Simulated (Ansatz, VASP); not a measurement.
**HPt6 in VASP and in Ansatz**

INCAR

```
SYSTEM = HPt6
PREC = Accurate
ENCUT = 520
EDIFF = 1E-6
ISMEAR = 0
SIGMA = 0.1
LREAL = .FALSE.
LASPH = .TRUE.
NELM = 80
ALGO = Normal
ISIF = 2
LWAVE = .FALSE.
LCHARG = .FALSE.
LDIPOL = .TRUE.
IDIPOL = 3
DIPOL = 0.5 0.5 0.296
GGA = PE
NBANDS = 74
```

File KPOINTS:

```
regular mesh
0
G
  6 6 1
  0 0 0
```

File POSCAR:

```
HPt6
1.0
    5.6143281343      0.0000000000      0.0000000000
   -2.8071640672      4.8621507895      0.0000000000
    0.0000000000      0.0000000000     22.6192653717
Pt H
12 2
Direct
    0.3333333333      0.1666666667      0.1768404028
    0.3333333333      0.6666666667      0.1768404028
    0.8333333333      0.1666666667      0.1768404028
    0.8333333333      0.6666666667      0.1768404028
    0.1666666667      0.3333333333      0.2789526245
    0.1666666667      0.8333333333      0.2789526245
    0.6666666667      0.3333333333      0.2789526245
    0.6666666667      0.8333333333      0.2789526245
    0.0000000000      0.0000000000      0.3810585901
    0.0000000000      0.5000000000      0.3810585901
    0.5000000000      0.0000000000      0.3810585901
    0.5000000000      0.5000000000      0.3810585901
    0.2114368192      0.4228736384      0.4009531354
    0.2885631808      0.5771263616      0.4009531354
```

Input for Ansatz:

```yaml
crystal:
  lattice:
    - [5.6143281343, 0.0, 0.0]
    - [-2.8071640672, 4.8621507895, 0.0]
    - [0.0, 0.0, 22.6192653717]
  atoms:
    - { symbol: Pt, position: [0.3333333333, 0.1666666667, 0.1768404028] }
    - { symbol: Pt, position: [0.3333333333, 0.6666666667, 0.1768404028] }
    - { symbol: Pt, position: [0.8333333333, 0.1666666667, 0.1768404028] }
    - { symbol: Pt, position: [0.8333333333, 0.6666666667, 0.1768404028] }
    - { symbol: Pt, position: [0.1666666667, 0.3333333333, 0.2789526245] }
    - { symbol: Pt, position: [0.1666666667, 0.8333333333, 0.2789526245] }
    - { symbol: Pt, position: [0.6666666667, 0.3333333333, 0.2789526245] }
    - { symbol: Pt, position: [0.6666666667, 0.8333333333, 0.2789526245] }
    - { symbol: Pt, position: [0.0, 0.0, 0.3810585901] }
    - { symbol: Pt, position: [0.0, 0.5, 0.3810585901] }
    - { symbol: Pt, position: [0.5, 0.0, 0.3810585901] }
    - { symbol: Pt, position: [0.5, 0.5, 0.3810585901] }
    - { symbol: H, position: [0.2114368192, 0.4228736384, 0.4009531354] }
    - { symbol: H, position: [0.2885631808, 0.5771263616, 0.4009531354] }
basis:
  ecutwfc: 420
kpoints:
  mp_grid: { grid: [6, 6, 1] }
hamiltonian:
  xc: pbe
  pseudopotentials: { kind: paw, azcp: { folder: soft_1 } }
scf:
  occupations: { method: gaussian, width: 0.1 }
output:
  forces: true
  eigenvalues: true
efield:
  axis: 3
  dipole_correction: true
  ramp_width: 0.04
```

Alike in both runs: task single point; functional PBE; k mesh 6 × 6 × 1; occupations gaussian, width 0.1 eV; no spin polarisation.

```csv
,VASP,Ansatz
version,VASP 6.6.1,Ansatz 0.2.0
potentials or method,"VASP PAW PBE potentials, release 64 (Pt, H), cutoff 520 eV","scalar-relativistic, plane waves, PAW"
valence electrons in the cell,122,218
```

|  | VASP | Ansatz | Ansatz less VASP |
| --- | --- | --- | --- |
| gap on the k mesh at the Fermi level (eV) | none | none | - |
| rms of the force components (eV/Å) | 2.529 | 2.481 | -0.0485 |

Atom by atom the forces differ by 0.054 eV/Å (rms over components). A gap of «none» marks a metal or a gap that the smearing closes. VASP's potentials hold 122 valence electrons a cell and Ansatz's 218, so a difference there can come from the potentials and not from the codes.

Spin-orbit coupling is off throughout.
